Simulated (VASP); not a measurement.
Crystal: BaTiO3.

```xyz
5
Lattice="2.8274 1.6324 2.3184 -2.8274 1.6324 2.3184 0.0000 -3.2648 2.3184" Properties=species:S:1:pos:R:3 pbc="T T T"
Ba    0.0000    0.0000    0.0000
Ti    0.0000    0.0000    3.3698
O     1.3885   -0.8017    2.3988
O    -1.3885   -0.8017    2.3988
O     0.0000    1.6033    2.3988
```

| Item | Value |
| --- | --- |
| Program | VASP 6.6.1 |
| Task | relaxation of cell and atoms |
| Functional | PBEsol |
| Potentials or basis | VASP PAW PBE potentials, release 64 (Ba_sv, Ti_sv, O) |
| Cutoff | 600 eV |
| k mesh | 7 × 7 × 7 |
| Occupations | fermi-dirac, width 0.05 eV |
| Spin | no spin polarisation |
| Hubbard terms | Ti d U = 3.0 eV |

At the start: pressure 3.1 GPa; volume 12.84 Å³/atom.

Question: Where does the relaxation end?

Answer: Over 14 steps the energy falls by 12.9 meV/atom and the volume is 12.81 Å³/atom (-0.2 %); space group R3m (No. 160, to 0.1 Å) before, Pm-3m (No. 221, to 0.1 Å).

Step by step:
| step | energy change (eV) | largest force (eV/Å) | pressure (GPa) | volume (Å³) |
| --- | --- | --- | --- | --- |
| 1 | 0.0000 | 0.9243 | 3.15 | 64.20 |
| 2 | -0.0168 | 0.1297 | -4.97 | 66.57 |
| 3 | -0.0344 | 0.3631 | -1.74 | 65.53 |
| 4 | -0.0502 | 0.2433 | -0.48 | 64.72 |
| 5 | -0.0548 | 0.1464 | 1.02 | 63.95 |
| 6 | -0.0595 | 0.1488 | -0.15 | 64.25 |
| 7 | -0.0598 | 0.1586 | -0.58 | 64.37 |
| 8 | -0.0629 | 0.1171 | 0.13 | 64.05 |
| 9 | -0.0633 | 0.0935 | 0.57 | 63.88 |
| 10 | -0.0642 | 0.0366 | -0.25 | 64.17 |
| 11 | -0.0643 | 0.0301 | -0.14 | 64.11 |
| 12 | -0.0643 | 0.0290 | -0.07 | 64.10 |
| 13 | -0.0643 | 0.0293 | -0.06 | 64.10 |
| 14 | -0.0645 | 0.0068 | 0.00 | 64.07 |

Final structure:
```
Ba Ti O
1.0
     2.82941    1.63356    2.31023
    -2.82941    1.63356    2.31023
     0.00000   -3.26713    2.31023
Ba Ti O
1 1 3
Cartesian
  0.0000 0.0000 0.0260
  0.0000 0.0000 3.4920
  1.4143 -0.8165 2.3370
  -1.4143 -0.8165 2.3370
  0.0000 1.6331 2.3370
```

Caveat: the PAW data sets were made with another functional, which shifts forces and pressure a little.
